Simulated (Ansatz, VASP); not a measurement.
One calculation of TaH4, two programs

The input INCAR:

```
SYSTEM = TaH4
PREC = Accurate
ENCUT = 500
EDIFF = 1E-7
ISMEAR = 0
SIGMA = 0.15
LREAL = .False.
LASPH = .True.
NELM = 120
ALGO = Normal
ISIF = 3
LWAVE = .False.
LCHARG = .False.
GGA = PE
IBRION = 2
NSW = 36
EDIFFG = -0.08
GGA_COMPAT = .False.
NELMIN = 4
```

Contents of KPOINTS:

```
Automatic mesh
0
Gamma
  4 4 4
  0 0 0
```

POSCAR

```
TaH4
1.0
   -2.5688546600      2.5688546600      1.5898452600
    2.5688546600     -2.5688546600      1.5898452600
    2.5688546600      2.5688546600     -1.5898452600
Ta H
1 4
Direct
    0.0000000000      0.0000000000      0.0000000000
    0.6000000200      0.2000000000      0.8000000100
    0.8000000000      0.6000000200      0.4000000200
    0.3999999800      0.8000000000      0.1999999900
    0.2000000000      0.3999999800      0.5999999800
```

Input for Ansatz:

```yaml
crystal:
  lattice:
    - [-2.56885466, 2.56885466, 1.58984526]
    - [2.56885466, -2.56885466, 1.58984526]
    - [2.56885466, 2.56885466, -1.58984526]
  atoms:
    - { symbol: Ta, position: [0.0, 0.0, 0.0] }
    - { symbol: H, position: [0.60000002, 0.2, 0.80000001] }
    - { symbol: H, position: [0.8, 0.60000002, 0.40000002] }
    - { symbol: H, position: [0.39999998, 0.8, 0.19999999] }
    - { symbol: H, position: [0.2, 0.39999998, 0.59999998] }
basis:
  ecutwfc: 420
kpoints:
  mp_grid: { grid: [4, 4, 4] }
hamiltonian:
  xc: pbe
scf:
  occupations: { method: gaussian, width: 0.15 }
  lower_state_search: "off"
output:
  forces: true
  stress: true
  eigenvalues: true
relax:
  adjacent_minimum: "off"
  f_tol: 0.08
  max_steps: 16
  cell: { stress_tol: 0.8 }
```

Change from the starting cell: species swapped into the ScAg4 type (I4/m, No. 87).

Alike in both runs: task relaxation of cell and atoms; functional PBE; k mesh 4 × 4 × 4; occupations gaussian, width 0.15 eV; no spin polarisation.

|  | VASP | Ansatz |
| --- | --- | --- |
| version | VASP 6.6.1 | Ansatz 0.2.0 |
| potentials or method | VASP PAW PBE potentials, release 64 (Ta_pv, H), cutoff 500 eV | scalar-relativistic, plane waves, PAW |
| valence electrons in the cell | 15 | 17 |

```tsv
	VASP	Ansatz	Ansatz less VASP
gap on the k mesh at the Fermi level, each at its own relaxed structure (eV)	none	none	-
relaxed volume (Å³/atom)	6.00	6.01	+0.005
relaxed cell length with the largest relative difference (Å)	3.532	3.533	+0.0008
```

A gap of «none» marks a metal or a gap that the smearing closes. VASP's potentials hold 15 valence electrons a cell and Ansatz's 17, so a difference there can come from the potentials and not from the codes.

The k mesh is coarse, so the values compare programs but aren't converged. Spin-orbit coupling is off throughout. Noted on VASP's run: the volume moved by over 15 % at a fixed basis, so the end points are rough.
